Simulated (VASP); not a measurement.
# SnGe2 (P-3m1) in VASP: relaxation of cell and atoms with PBE

Aim: the relaxation of cell and atoms of SnGe2 with PBE.

All numbers are computed with VASP 6.6.1; they aren't measurements. Logs are shortened: lines on timing, memory, paths and dates and some standing lists are left out, and cuts for length are marked.

## (1) The cell of the first run

Symmetry: P-3m1, No. 164, trigonal system. The conventional cell has a = 4.293 Å, b = 4.293 Å, c = 10.548 Å, α = 90.00°, β = 90.00°, γ = 120.00°. Sn (site symmetry 3m) has 4 Ge at 2.65 to 2.70 Å within 3.5 Å. Within 3.4 Å of Ge (site symmetry 3m) lie 3 Ge at 2.59 Å and 1 Sn at 2.70 Å. Ge (site symmetry 3m) has 1 Ge at 2.49 Å and 3 Sn at 2.65 Å within 3.3 Å.

## (2) Relaxation of cell and atoms, PBE

Input file INCAR:

```
PREC = Accurate
ENCUT = 600
EDIFF = 1E-7
ISMEAR = 0
SIGMA = 0.1
LREAL = F
LASPH = T
NELM = 100
ALGO = Fast
ISIF = 3
LWAVE = F
LCHARG = F
GGA = PE
IBRION = 2
NSW = 100
EDIFFG = -0.01
```

Input file KPOINTS:

```
Automatic mesh
0
Gamma
  12 12 4
```

Input file POSCAR:

```
SnGe2
1.0
    4.2927116000      0.0000000000      0.0000000000
   -2.1463558000      3.7175973000      0.0000000000
    0.0000000000      0.0000000000     10.5483878000
Sn Ge
2 4
Direct
    0.6666667000      0.3333333000      0.2080510000
    0.3333333000      0.6666667000      0.7919490000
    0.3333333000      0.6666667000      0.5364030000
    0.0000000000      0.0000000000      0.8820990000
    0.6666667000      0.3333333000      0.4635970000
    0.0000000000      0.0000000000      0.1179010000
```

Potentials or basis: VASP PAW PBE potentials, release 64 (Sn_d, Ge_d).

Run with:

```
$ cat potpaw_PBE.64/Sn_d/POTCAR potpaw_PBE.64/Ge_d/POTCAR > POTCAR
$ mpirun -np 1 vasp_std > vasp.out
```

OUTCAR:

```text
PREC = Accurate
   ENCUT = 600
   EDIFF = 1E-7
   ISMEAR = 0
   LREAL = F
   LASPH = T
   NELM = 100
   ISIF = 3
   GGA = PE
   IBRION = 2
   NSW = 100
   EDIFFG = -0.01

 ion  position               nearest neighbor table
   1  0.667  0.333  0.208-   6 2.65   6 2.65   6 2.65   5 2.70
   2  0.333  0.667  0.792-   4 2.65   4 2.65   4 2.65   3 2.70
   3  0.333  0.667  0.536-   5 2.59   5 2.59   5 2.59   2 2.70
   4  0.000  0.000  0.882-   6 2.49   2 2.65   2 2.65   2 2.65
   5  0.667  0.333  0.464-   3 2.59   3 2.59   3 2.59   1 2.70
   6  0.000  0.000  0.118-   4 2.49   1 2.65   1 2.65   1 2.65

  LATTYP: Found a hexagonal cell.
 ALAT       =     4.2927116000
 C/A-ratio  =     2.4572784717

  Lattice vectors:

 A1 = (   4.2927116000,   0.0000000000,   0.0000000000)
 A2 = (  -2.1463558000,   3.7175973000,   0.0000000000)
 A3 = (   0.0000000000,   0.0000000000,  10.5483878000)

Analysis of symmetry for initial positions (statically):
=====================================================================
 Subroutine PRICEL returns:
 Original cell was already a primitive cell.

 Routine SETGRP: Setting up the symmetry group for a
 hexagonal supercell.

 Subroutine GETGRP returns: Found 12 space group operations
 (whereof 12 operations were pure point group operations)
 out of a pool of 24 trial point group operations.

The static configuration has the point symmetry D_3d.

Analysis of symmetry for dynamics (positions and initial velocities):
=====================================================================
 Subroutine PRICEL returns:
 Original cell was already a primitive cell.

 Routine SETGRP: Setting up the symmetry group for a
 hexagonal supercell.

 Subroutine GETGRP returns: Found 12 space group operations
 (whereof 12 operations were pure point group operations)
 out of a pool of 24 trial point group operations.

The dynamic configuration has the point symmetry D_3d.

 Subroutine INISYM returns: Found 12 space group operations
 (whereof 12 operations are pure point group operations),
 and found     1 'primitive' translations

[... 102 lines left out ...]
   EDIFF  = 0.1E-06   stopping-criterion for ELM
   LREAL  =      F    real-space projection
   EDIFFG = -.1E-01   stopping-criterion for IOM
   NSW    =    100    number of steps for IOM
   IBRION =      2    ionic relax: 0-MD 1-quasi-New 2-CG
   NFREE  =      1    steps in history (QN), initial steepest desc. (CG)
   ISIF   =      3    stress and relaxation
   ISYM   =      2    0-nonsym 1-usesym 2-fastsym
   POTIM  = 0.5000    time-step for ionic-motion
   TEBEG  =    0.0;   TEEND  =   0.0 temperature during run
   PSTRESS=    0.0 pullay stress
   NELECT =      84.0000    total number of electrons
   NUPDOWN=      -1.0000    fix difference up-down
   EMIN   =  10.00;   EMAX   =-10.00  energy-range for DOS
   EFERMI =   0.00;   METHOD = LEGACY
   ISMEAR =     0;   SIGMA  =   0.10  broadening in eV -4-tet -1-fermi 0-gaus
   EFERMI_NEDOS =   21; number of points for ismear=-14 and -15
   IALGO  =     68    algorithm
   IMIX   =      4    mixing-type and parameters
     AMIX     =   0.40;   BMIX     =  1.00
     AMIX_MAG =   1.60;   BMIX_MAG =  1.00
  volume/ion in A,a.u.               =      28.06       189.33
  Fermi-wavevector in a.u.,A,eV,Ry     =   1.298498  2.453805 22.940735  1.686096
  Thomas-Fermi vector in A             =   2.429822
   LORBIT       =      0    0 simple, 1 ext, 2 COOP (PROOUT), +10 PAW based schemes
   GGA     = PE    functional components
   LHFCALC =     F    Hartree Fock is set to
   AEXX    =    0.0000 exact exchange contribution
   IVDW    =     0    specifies the selected vdW correction
   LEPSILON=     F    determine dielectric tensor
   LRPA    =     F    only Hartree local field effects (RPA)
 conjugate gradient relaxation of ions
 non-spin polarized calculation
 RMM-DIIS sequential band-by-band and
 Gauss-broadening in eV      SIGMA  =   0.10
  energy-cutoff  :      600.00
  volume of cell :      168.34
 maximum number of plane-waves:      5665
 NGX is ok and might be reduce to    36
   NGX = 17   NGY = 17   NGZ = 43

 number of electron      84.0000026 magnetization

 Free energy of the ion-electron system (eV)
  ---------------------------------------------------
  ext. energy  EPLUGINS =         0.00000000
  ---------------------------------------------------
  free energy    TOTEN  =       -25.47198096 eV

  energy without entropy =      -25.46898118  energy(sigma->0) =      -25.47048107

 E-fermi :   4.7238     XC(G=0):  -9.2348

 val. band max:        4.6937854064   @ k =   0.0833   0.0000   0.0000
 cond. band min:       4.7662465305   @ k =   0.0833   0.0000   0.2500
 fundamental gap:      0.0724611241
 Fermi energy:         4.7238431553

 k-point     1 :       0.0000    0.0000    0.0000
  band No.  band energies     occupation
      1     -20.1387      2.00000
      2     -20.1387      2.00000
      3     -20.0965      2.00000
      4     -20.0965      2.00000
      5     -20.0762      2.00000
      6     -20.0428      2.00000
[... 1261 lines left out ...]
     49       8.6089      0.00000
     50       9.5072      0.00000

 [... further k-points ...]

------------------------ aborting loop because EDIFF is reached ----------------------------------------

  FORCE on cell =-STRESS in cart. coord.  units (eV):
  Direction    XX          YY          ZZ          XY          YZ          ZX
  --------------------------------------------------------------------------------------
  -------------------------------------------------------------------------------------
  Total       -0.0229835     -0.0229835      0.0073300     -0.0000000      0.0000000      0.0000000
  in kB       -0.2187490     -0.2187490      0.0697649     -0.0000000      0.0000000      0.0000000
  external PRESSURE =      -0.1225777 kB  Pullay stress =       0.0000000 kB

 VOLUME and BASIS-vectors are now :
 -----------------------------------------------------------------------------
  energy-cutoff  :      600.00
  volume of cell :      168.34
      direct lattice vectors                 reciprocal lattice vectors
     4.292711600  0.000000000  0.000000000     0.232952989  0.134495471  0.000000000
    -2.146355800  3.717597300  0.000000000     0.000000000  0.268990942  0.000000000
     0.000000000  0.000000000 10.548387800     0.000000000  0.000000000  0.094801217

 POSITION                                       TOTAL-FORCE (eV/Angst)
 -----------------------------------------------------------------------------------
      2.14636      1.23920      2.19460         0.000000      0.000000     -0.004625
     -0.00000      2.47840      8.35379        -0.000000     -0.000000      0.004625
     -0.00000      2.47840      5.65819        -0.000000      0.000000      0.008604
      0.00000      0.00000      9.30472        -0.000000      0.000000     -0.008255
      2.14636      1.23920      4.89020         0.000000     -0.000000     -0.008604
      0.00000      0.00000      1.24367         0.000000     -0.000000      0.008255
 -----------------------------------------------------------------------------------
    total drift:                                0.000000     -0.000000      0.000000

  FREE ENERGIE OF THE ION-ELECTRON SYSTEM (eV)
  ---------------------------------------------------
  free  energy   TOTEN  =       -25.4719809566 eV

  energy  without entropy=      -25.4689811771  energy(sigma->0) =      -25.47048107

 reached required accuracy - stopping structural energy minimisation
```

CONTCAR:

```text
SnGe2
   1.00000000000000
     4.2927115999999996    0.0000000000000000    0.0000000000000000
    -2.1463557999999998    3.7175973000000000    0.0000000000000000
     0.0000000000000000    0.0000000000000000   10.5483878000000004
  Sn              Ge
     2     4
Direct
     0.6666667000000004    0.3333332999999996    0.2080509999999975
     0.3333332999999996    0.6666667000000004    0.7919490000000025
     0.3333332999999996    0.6666667000000004    0.5364030000000000
     0.0000000000000000    0.0000000000000000    0.8820989999999966
     0.6666667000000004    0.3333332999999996    0.4635970000000000
     0.0000000000000000    0.0000000000000000    0.1179010000000034

  0.00000000E+00  0.00000000E+00  0.00000000E+00
  0.00000000E+00  0.00000000E+00  0.00000000E+00
  0.00000000E+00  0.00000000E+00  0.00000000E+00
  0.00000000E+00  0.00000000E+00  0.00000000E+00
  0.00000000E+00  0.00000000E+00  0.00000000E+00
  0.00000000E+00  0.00000000E+00  0.00000000E+00
```

Run time: 34 min. Hardware: 1 thread of Oxide Virtual Turin-like, shared host; peak memory 0.67 GiB.

Results:

```
Free energy                  : -25.4720 eV
Pressure after relaxing      : 0.0 GPa
Largest force after relaxing : 0.009 eV/Å
Band gap on the k mesh       : zero (bands 42 and 43 overlap by 0.36 eV)
```

Forces on the atoms (eV/Å):
```
Sn   0.000  0.000 -0.005
Sn   0.000  0.000  0.005
Ge   0.000  0.000  0.009
Ge   0.000  0.000 -0.008
Ge   0.000  0.000 -0.009
Ge   0.000  0.000  0.008
```

Final structure:
```
Sn Ge
1.0
     4.29271    0.00000    0.00000
    -2.14636    3.71760    0.00000
     0.00000    0.00000   10.54839
Sn Ge
2 4
Direct
  0.66667 0.33333 0.20805
  0.33333 0.66667 0.79195
  0.33333 0.66667 0.53640
  0.00000 0.00000 0.88210
  0.66667 0.33333 0.46360
  0.00000 0.00000 0.11790
```

Caveat: the relaxation stopped at its first step, so nothing moved; semilocal functionals underestimate gaps, and a narrow one can read as zero; spin-orbit coupling is left out, which moves the levels of the heavy elements.

The gap in the log of VASP goes by the Fermi energy; the results here count the filled bands.